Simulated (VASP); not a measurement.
**CaO: single point with r2SCAN**

CaO:

```xyz
2
Lattice="2.9029 0.0000 0.0000 0.0000 2.9029 0.0000 0.0000 0.0000 2.9029" Properties=species:S:1:pos:R:3 pbc="T T T"
Ca    0.0000    0.0000    0.0000
O     1.4515    1.4515    1.4515
```

- Program: VASP 6.6.1
- Task: single point
- Functional: r2SCAN
- Potentials or basis: VASP PAW PBE potentials, release 64 (Ca_sv, O)
- Cutoff: 520 eV
- k mesh: 8 × 8 × 8
- Occupations: gaussian, width 0.05 eV
- Spin: no spin polarisation

```
Pressure               : 1.0 GPa
Band gap on the k mesh : 3.28 eV, indirect (least direct gap 3.58 eV)
```

Levels at points of the mesh, in eV from the valence-band top:
| k point | band 4 | band 5 | band 6 | band 7 | band 8 | band 9 | band 10 | band 11 | band 12 | band 13 |
| --- | --- | --- | --- | --- | --- | --- | --- | --- | --- | --- |
| (0.00, 0.00, 0.00) | -20.39 | -17.41 | -0.30 | -0.30 | -0.30 | 3.28 | 3.28 | 6.11 | 9.06 | 9.06 |
| (0.50, 0.00, 0.00) | -20.26 | -16.16 | -3.79 | -0.80 | -0.80 | 4.28 | 7.82 | 8.80 | 8.80 | 9.37 |
| (0.50, 0.50, 0.00) | -20.16 | -16.73 | -2.15 | -2.15 | 0.00 | 4.48 | 5.35 | 7.19 | 7.19 | 10.48 |
| (0.50, 0.50, 0.50) | -21.12 | -16.21 | -3.46 | -3.46 | -3.46 | 8.62 | 8.62 | 8.62 | 10.61 | 10.61 |

Wall time 23 s on 1 thread of Intel(R) Xeon(R) Platinum 8559C (Emerald Rapids), with other jobs on the host, peak memory 0.14 GiB.

Caveat: the PAW data sets were made with another functional, which shifts forces and pressure a little. r2SCAN opens gaps a little over a GGA but as a rule still falls short of measured ones.
